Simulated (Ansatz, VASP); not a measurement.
One calculation of ZnS, two programs

```xyz
8
Lattice="3.7876 0.0000 0.0000 -1.8938 3.2802 0.0000 0.0000 0.0000 25.0509" Properties=species:S:1:pos:R:3 pbc="T T T"
S     0.0000    0.0000    7.5644
S     0.0000    2.1868   10.7158
S     1.8938    1.0934   13.8356
S     0.0000    0.0000   17.0238
Zn    0.0000    2.1868    8.1488
Zn    1.8938    1.0934   11.2687
Zn    0.0000    0.0000   14.4063
Zn    0.0000    2.1868   17.2403
```

Alike in both runs: functional PBEsol; k mesh 9 × 9 × 1; occupations gaussian, width 0.05 eV; no spin polarisation.

Ansatz relaxed the structure, and its values are those at the end. VASP's run is a single point on that final structure, the one shown.

|  | VASP | Ansatz |
| --- | --- | --- |
| version | VASP 6.6.1 | Ansatz 0.2.0 |
| potentials or method | VASP PAW PBE potentials, release 64 (S, Zn), cutoff 520 eV | scalar-relativistic, plane waves, PAW |
| valence electrons in the cell | 72 | 72 |

```tsv
	VASP	Ansatz	Ansatz less VASP
gap on the k mesh at the Fermi level (eV)	none	none	-
rms of the force components (eV/Å)	0.006	0.002	-0.0041
work function, face that differs most (eV)	6.88	6.90	+0.016
```

VASP's potentials were made for PBE, not for PBEsol. A gap of «none» marks a metal or a gap that the smearing closes. Ansatz's warnings: xc potential rough in thin density.
